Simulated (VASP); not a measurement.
Runs of VASP 6.6.1 on CdSe. The structure is that of space group F-43m (No. 216), or close to it. The cells are those of the table. 

```csv
level,cell,smearing,gap on the mesh (eV),pressure (GPa),largest force (eV/Å)
PBE,"a = 4.342 Å, angles 60.0°, 2 atoms",gaussian 0.05 eV,0.53,1.6,0.21
PBE,"a = 4.199 Å, angles 60.0°, 2 atoms",gaussian 0.02 eV,0.76,8.1,-
PBE,"a = 4.338 Å, angles 60.0°, 2 atoms",gaussian 0.02 eV,0.56,1.7,-
PBE,"a = 4.439 Å, angles 60.0°, 2 atoms",gaussian 0.05 eV,(a),-1.4,-
PBE,"a = 4.425 Å, angles 60.0°, 2 atoms",gaussian 0.02 eV,0.43,-1.0,-
PBE,"a = 4.246 Å, angles 60.0°, 2 atoms",gaussian 0.02 eV,0.69,5.6,-
PBE,"a = 4.192 Å, angles 60.0°, 2 atoms",gaussian 0.05 eV,0.77,8.5,-
r2SCAN,"a = 4.382 Å, angles 60.0°, 2 atoms",gaussian 0.02 eV,0.96,-1.3,-
PBE,"a = 4.382 Å, angles 60.0°, 2 atoms",gaussian 0.02 eV,0.49,0.2,-
PBE,"a = 4.342 Å, angles 60.0°, 2 atoms",gaussian 0.02 eV,0.55,1.6,-
PBE,"a = 4.220, b = 4.286, c = 4.286 Å, angles 59.0, 60.5, 60.5°, 2 atoms",gaussian 0.05 eV,(b),4.8,-
PBE,"a = 4.363, b = 4.325, c = 4.314 Å, angles 60.7, 61.9, 59.5°, 2 atoms",gaussian 0.05 eV,0.46,1.0,0.08
```

Alike in all rows: task single point; potentials or basis VASP PAW PBE potentials, release 64 (Cd, Se); no spin polarisation; k mesh 10 × 10 × 10; cutoff (eV) 520.

Problem. Estimate the missing entries.

Solution. (a) 0.41; (b) 0.63.

Caveats: the PAW data sets were made with another functional, which shifts forces and pressure a little (some runs).

A k mesh can miss the band edges, and the runs leave out spin-orbit coupling on Cd, Se.
